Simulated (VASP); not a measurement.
Input of a VASP 6.6.1 run:

POSCAR

```
BN
1.0
    0.0000000000      1.8048254650      1.8228737197
    1.8048254650      0.0000000000      1.8228737197
    1.8048254650      1.8048254650      0.0000000000
B N
1 1
Direct
    0.0000000000      0.0000000000      0.0000000000
    0.2500000000      0.2500000000      0.2500000000
```

Contents of INCAR.step1:

```
ALGO = Normal
EDIFF = 1E-4
ENCUT = 520
GGA = PE
ISMEAR = 0
LASPH = True
LCHARG = False
LREAL = False
LWAVE = True
NBANDS = 11
NELM = 100
PREC = Accurate
SIGMA = 0.01
```

The input INCAR.step2:

```
ALGO = Normal
EDIFF = 1E-6
ENCUT = 520
ISIF = 2
ISMEAR = 0
ISTART = 1
LASPH = True
LCHARG = False
LMIXTAU = True
LREAL = False
LWAVE = False
METAGGA = R2SCAN
NBANDS = 11
NELM = 100
PREC = Accurate
SIGMA = 0.01
```

KPOINTS

```
k-points
0
Gamma
  12 12 12
```

Potentials or basis: VASP PAW PBE potentials, release 64 (B, N).

Run with:

```console
$ cat potpaw_PBE.64/B/POTCAR potpaw_PBE.64/N/POTCAR > POTCAR
$ cp INCAR.step1 INCAR
$ mpirun -np 1 vasp_std > vasp.out
$ cp INCAR.step2 INCAR
$ mpirun -np 1 vasp_std > vasp.out
```

Task: Estimate the band gap on the k mesh.

Result: 4.88 eV (least direct gap 9.44 eV).

Task: Predict the pressure.

Result: -2.7 GPa.

Stress tensor (GPa, compression positive):
```
-0.57  0.00  0.00
 0.00 -0.57  0.00
 0.00  0.00 -7.03
```

Caveat: the cell differs from its parent crystal (uniaxial z strain +1.0%); the PAW data sets were made with another functional, which shifts forces and pressure a little. A k mesh can miss the band edges.
